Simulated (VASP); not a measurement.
Input of a VASP 6.6.1 run:

File POSCAR:

```
NaH
1.0
    0.1143140000      2.4400000000      2.4400000000
    2.4400000000      0.1143140000      2.4400000000
    2.5543140000      2.5543140000      0.0000000000
Na H
1 1
Direct
    0.0000000000      0.0000000000      0.0000000000
    0.5000000000      0.5000000000      0.5000000000
```

The input INCAR.step1:

```
PREC     = Accurate       # precision mode
ENCUT    = 520            # plane-wave cutoff, eV
ISMEAR   = 0              # smearing method
SIGMA    = 0.05           # smearing width, eV
LREAL    = False          # projectors in reciprocal space
LASPH    = True           # aspherical terms in the spheres
NELM     = 60             # most SCF steps
NBANDS   = 11             # bands
GGA      = PE             # functional
ALGO     = Normal         # electronic algorithm
EDIFF    = 1E-4           # SCF threshold, eV
LWAVE    = True           # write WAVECAR
LCHARG   = False          # write CHGCAR
```

The input INCAR.step2:

```
PREC     = Accurate       # precision mode
ENCUT    = 520            # plane-wave cutoff, eV
EDIFF    = 1E-7           # SCF threshold, eV
ISMEAR   = 0              # smearing method
SIGMA    = 0.05           # smearing width, eV
LREAL    = False          # projectors in reciprocal space
LASPH    = True           # aspherical terms in the spheres
NELM     = 60             # most SCF steps
ALGO     = Normal         # electronic algorithm
ISIF     = 2              # what is computed and relaxed
LWAVE    = False          # write WAVECAR
LCHARG   = False          # write CHGCAR
METAGGA  = R2SCAN         # meta-GGA
LMIXTAU  = True         
NBANDS   = 11             # bands
ISTART   = 1
```

File KPOINTS:

```
Automatic mesh
0
Gamma
  8 8 8
```

Potentials or basis: VASP PAW PBE potentials, release 64 (Na_pv, H).

Command:

```bash
$ cat potpaw_PBE.64/Na_pv/POTCAR potpaw_PBE.64/H/POTCAR > POTCAR
$ cp INCAR.step1 INCAR
$ mpirun -np 1 vasp_std > vasp.out
$ cp INCAR.step2 INCAR
$ mpirun -np 1 vasp_std > vasp.out
```

**Question.** Estimate the band gap on the k mesh.

**Answer.** 4.01 eV, indirect (least direct gap 5.05 eV).

**Question.** What does it give for the pressure?

**Answer.** -1.4 GPa.

Stress tensor (GPa, compression positive):
```
-1.31 -2.17  0.00
-2.17 -1.31  0.00
 0.00  0.00 -1.64
```

Caveat: the cell differs from its parent crystal (strain +0.0937 x Voigt [0, 0, 0, 0, 0, 1]); the PAW data sets were made with another functional, which shifts forces and pressure a little. A k mesh can miss the band edges.
